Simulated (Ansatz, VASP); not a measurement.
One calculation of Ca, two programs

File INCAR:

```
PREC = Accurate
ENCUT = 520
EDIFF = 1E-6
ISMEAR = 0
SIGMA = 0.05
LREAL = F
LASPH = T
NELM = 60
ALGO = Normal
ISIF = 2
LWAVE = F
LCHARG = F
GGA = PE
NBANDS = 11
```

KPOINTS

```
regular mesh
0
Gamma
  10 10 10
```

The input POSCAR:

```
Ca
1.0
   -2.2839327222      2.2839327222      2.2839327222
    2.2839327222     -2.2839327222      2.2839327222
    2.2839327222      2.2839327222     -2.2839327222
Ca
1
Direct
    0.0000000000      0.0000000000      0.0000000000
```

Input for Ansatz:

```yaml
crystal:
  lattice:
    - [-2.2839327222, 2.2839327222, 2.2839327222]
    - [2.2839327222, -2.2839327222, 2.2839327222]
    - [2.2839327222, 2.2839327222, -2.2839327222]
  atoms:
    - { symbol: Ca, position: [0.0, 0.0, 0.0] }
basis:
  ecutwfc: 420
  fft_grid_basis: typed
kpoints:
  mp_grid: { grid: [10, 10, 10] }
hamiltonian:
  xc: pbe
  pseudopotentials: { kind: paw }
scf:
  occupations: { method: gaussian, width: 0.05 }
output:
  forces: true
  stress: true
  eigenvalues: true
  bader: true
  write_density: true
  volumetric_format: npy
  elf: true
```

Alike in both runs: task single point; functional PBE; k mesh 10 × 10 × 10; occupations gaussian, width 0.05 eV; no spin polarisation.

```csv
,VASP,Ansatz
version,VASP 6.6.1,Ansatz 0.2.0
potentials or method,"VASP PAW PBE potentials, release 64 (Ca_sv), cutoff 520 eV","scalar-relativistic, plane waves, PAW"
valence electrons in the cell,10,10
```

|  | VASP | Ansatz | Ansatz less VASP |
| --- | --- | --- | --- |
| gap on the k mesh at the Fermi level (eV) | none | none | - |
| pressure (GPa) | -1.7 | -1.7 | -0.01 |

A gap of «none» marks a metal or a gap that the smearing closes. With one functional, cell and mesh, what is left measures potentials, basis and numerics.
